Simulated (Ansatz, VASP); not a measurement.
Ta2H: VASP beside Ansatz

The input INCAR:

```
PREC = Accurate
ENCUT = 520
EDIFF = 1E-7
ISMEAR = 1
SIGMA = 0.15
LREAL = F
LASPH = T
NELM = 60
ALGO = Normal
ISIF = 2
LWAVE = F
LCHARG = F
GGA = PS
NBANDS = 18
```

The input KPOINTS:

```
Automatic mesh
0
Gamma
  10 10 6
```

POSCAR

```
Ta2H
1.0
    1.7060363752     -2.3515397469      0.0000000000
    1.7060363752      2.3515397469      0.0000000000
    0.0000000000      0.0000000000      4.7185791346
Ta H
2 1
Direct
    0.0000000000      0.5000000000      0.2645700000
    0.5000000000      0.0000000000      0.7354300000
    0.0000000000      0.0000000000      0.0000000000
```

Input for Ansatz:

```yaml
crystal:
  lattice:
    - [1.70603637524493, -2.351539746855247, 0.0]
    - [1.70603637524493, 2.351539746855247, 0.0]
    - [0.0, 0.0, 4.718579134558885]
  atoms:
    - { symbol: Ta, position: [0.0, 0.5, 0.26457] }
    - { symbol: Ta, position: [0.5, 0.0, 0.73543] }
    - { symbol: H, position: [0.0, 0.0, 0.0] }
basis:
  ecutwfc: 517.016338673772
kpoints:
  mp_grid:
    grid: [10, 10, 6]
hamiltonian:
  xc: pbesol
scf:
  convergence:
    dr2_threshold: 1.0e-10
  occupations:
    method: cold
    width: 0.15
output:
  stress: true
```

Alike in both runs: task single point; functional PBEsol; k mesh 10 × 10 × 6; no spin polarisation.

```csv
,VASP,Ansatz
version,VASP 6.6.1,Ansatz 0.2.0
potentials or method,"VASP PAW PBE potentials, release 64 (Ta_pv, H), cutoff 520 eV","plane waves, PAW"
occupations,"methfessel-paxton of order 1, width 0.15 eV","cold, width 0.15 eV"
valence electrons in the cell,23,27
```

```csv
,VASP,Ansatz,Ansatz less VASP
pressure (GPa),1.3,1.0,-0.22
"traceless stress, the component that is largest in VASP (GPa)",-1.77,-1.71,+0.062
```

VASP's potentials were made for PBE, not for PBEsol. VASP's potentials hold 23 valence electrons a cell and Ansatz's 27, so a difference there can come from the potentials and not from the codes.

Neither program's run includes spin-orbit coupling.
